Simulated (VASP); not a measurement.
Input of a VASP 6.6.1 run:

Contents of INCAR:

```
ALGO = Normal
EDIFF = 1E-8
ENCUT = 520
GGA = PS
ISIF = 2
ISMEAR = -1
LASPH = True
LCHARG = False
LEFG = True
LREAL = False
LWAVE = False
NBANDS = 12
NELM = 60
PREC = Accurate
SIGMA = 0.05
```

Contents of KPOINTS:

```
k-points
0
Gamma
  14 14 14
```

POSCAR

```
Ti
1.0
   -1.6738200000      1.6738200000      1.6410000000
    1.6738200000     -1.6738200000      1.6410000000
    1.6738200000      1.6738200000     -1.6410000000
Ti
1
Direct
    0.0000000000      0.0000000000      0.0000000000
```

Potentials or basis: VASP PAW PBE potentials, release 64 (Ti_sv).

Launch:

```sh
$ cat potpaw_PBE.64/Ti_sv/POTCAR > POTCAR
$ mpirun -np 1 vasp_std > vasp.out
```

Question: Predict the pressure.

Answer: -10.1 GPa.

Question: Predict the band gap on the k mesh.

Answer: Zero (band 6 reaches 8.31 eV, above the bottom of band 7 at 6.78 eV).

Stress tensor (GPa, compression positive):
```
 -9.89   0.00   0.00
  0.00  -9.89   0.00
  0.00   0.00 -10.49
```

Caveat: the cell differs from its parent crystal (equal xx and yy strain of +2 %); without QUAD_EFG the Cq values of the log hold for a quadrupole moment of 1 mb, not for the nuclei; the PAW data sets were made with another functional, which shifts forces and pressure a little.
